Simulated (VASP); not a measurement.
Here is a VASP 6.6.1 calculation.

The input INCAR:

```
ALGO = Normal
EDIFF = 1E-7
ENCUT = 520
GGA = PE
ISIF = 2
ISMEAR = 0
LASPH = T
LCHARG = F
LREAL = F
LWAVE = F
NBANDS = 20
NELM = 60
PREC = Accurate
SIGMA = 0.1
```

File KPOINTS:

```
k-points
0
Gamma
  4 4 6
```

Contents of POSCAR:

```
Al3BN2
1.0
    2.8072157420     -3.1605249113      0.0000000000
    2.8072157420      3.1605249113      0.0000000000
    0.0000000000      0.0000000000      3.7407105513
Al B N
3 1 2
Direct
    0.0000000000      0.0000000000      0.5000000000
    0.7086922842      0.7086922842      0.0000000000
    0.2913077158      0.2913077158      0.0000000000
    0.5000000000      0.5000000000      0.5000000000
    0.1889678342      0.8110321658      0.0000000000
    0.8110321658      0.1889678342      0.0000000000
```

Potentials or basis: VASP PAW PBE potentials, release 64 (Al, B, N).

Run with:

```sh
$ cat potpaw_PBE.64/Al/POTCAR potpaw_PBE.64/B/POTCAR potpaw_PBE.64/N/POTCAR > POTCAR
$ mpirun -np 1 vasp_std > vasp.out
```

Predict the largest force.

0.007 eV/Å.

What does it give for the band gap on the k mesh?

Zero (bands 11 and 12 overlap by 1.45 eV).

What does it give for the pressure?

0.0 GPa.

Forces on the atoms (eV/Å):
```
Al   0.000  0.000  0.000
Al  -0.007  0.000  0.000
Al   0.007  0.000  0.000
B    0.000  0.000  0.000
N    0.000  0.004  0.000
N    0.000 -0.004  0.000
```

Caveat: the k points lie up to 0.37 Å⁻¹ apart, too coarse for converged energies and pressures of a metal.
